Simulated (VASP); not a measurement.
A run of VASP 6.6.1:

Contents of INCAR:

```
SYSTEM = EuZn15O16
PREC     = Accurate       ! precision mode
ENCUT    = 520            ! plane-wave cutoff, eV
EDIFF    = 1E-6           ! SCF threshold, eV
ISMEAR   = -1             ! smearing method
SIGMA    = 0.01           ! smearing width, eV
LREAL    = Auto         
LASPH    = .True.         ! aspherical terms in the spheres
NELM     = 200            ! most SCF steps
ALGO     = Normal         ! electronic algorithm
ISIF     = 2              ! what is computed and relaxed
LWAVE    = .False.        ! write WAVECAR
LCHARG   = .False.        ! write CHGCAR
ISPIN    = 2              ! spin polarisation
MAGMOM   = 7 0 0 0 0 0 0 0 0 0 0 0 0 0 0 0 0 0 0 0 0 0 0 0 0 0 0 0 0 0 0 0 ! initial moments
LORBIT   = 11             ! projections on sites
LMAXMIX  = 6              ! l up to which the mixer works
GGA      = PE             ! functional
NBANDS   = 172            ! bands
GGA_COMPAT= .False.      
KPAR     = 4
```

The input KPOINTS:

```
regular mesh
0
Gamma
  3 3 2
  0 0 0
```

Contents of POSCAR:

```
EuZn15O16
1.0
    6.4986160000      0.0000000000      0.0000000000
   -3.2493080000      5.6279665454      0.0000000000
    0.0000000000      0.0000000000     10.4114180000
Eu Zn O
1 15 16
Direct
    0.1666666667      0.3333333333      0.2556135763
    0.1666666667      0.3333333333      0.7491877480
    0.1686826946      0.8343413473      0.2486984524
    0.1607077323      0.8303538661      0.7490475112
    0.6656586527      0.3313173054      0.2486984524
    0.6696461339      0.3392922677      0.7490475112
    0.6656586527      0.8343413473      0.2486984524
    0.6696461339      0.8303538661      0.7490475112
    0.3362235204      0.1637764796     -0.0103142190
    0.3377706905      0.1622293095      0.5085734773
    0.3362235204      0.6724470407     -0.0103142190
    0.3377706905      0.6755413810      0.5085734773
    0.8275529593      0.1637764796     -0.0103142190
    0.8244586190      0.1622293095      0.5085734773
    0.8333333333      0.6666666667      0.0019817340
    0.8333333333      0.6666666667      0.4949948661
    0.3479433540      0.1520566460      0.1779952907
    0.3348223953      0.1651776047      0.6964909260
    0.3479433540      0.6958867080      0.1779952907
    0.3348223953      0.6696447905      0.6964909260
    0.8041132920      0.1520566460      0.1779952907
    0.8303552095      0.1651776047      0.6964909260
    0.8333333333      0.6666666667      0.1925688471
    0.8333333333      0.6666666667      0.6841792578
    0.1666666667      0.3333333333      0.4714727253
    0.1666666667      0.3333333333      0.9418158826
    0.1693095671      0.8346547835      0.4390101771
    0.1604214071      0.8302107035      0.9372535052
    0.6653452165      0.3306904329      0.4390101771
    0.6697892965      0.3395785929      0.9372535052
    0.6653452165      0.8346547835      0.4390101771
    0.6697892965      0.8302107035      0.9372535052
```

Potentials or basis: VASP PAW PBE potentials, release 64 (Eu, Zn, O).

Run with:

```bash
$ cat potpaw_PBE.64/Eu/POTCAR potpaw_PBE.64/Zn/POTCAR potpaw_PBE.64/O/POTCAR > POTCAR
$ mpirun -np 4 vasp_std > vasp.out
```

Hardware: 4 MPI ranks on Intel(R) Xeon(R) Platinum 8259CL CPU @ 2.50GHz (Skylake/Cascade Lake) (shared host).

Q: Estimate the wall time of this run.

A: It took 49 min on 4 MPI ranks on Intel(R) Xeon(R) Platinum 8259CL CPU @ 2.50GHz (Skylake/Cascade Lake), with other jobs on the host, peak memory 1 GiB a rank. Counts: scf iterations 58, k points 6.
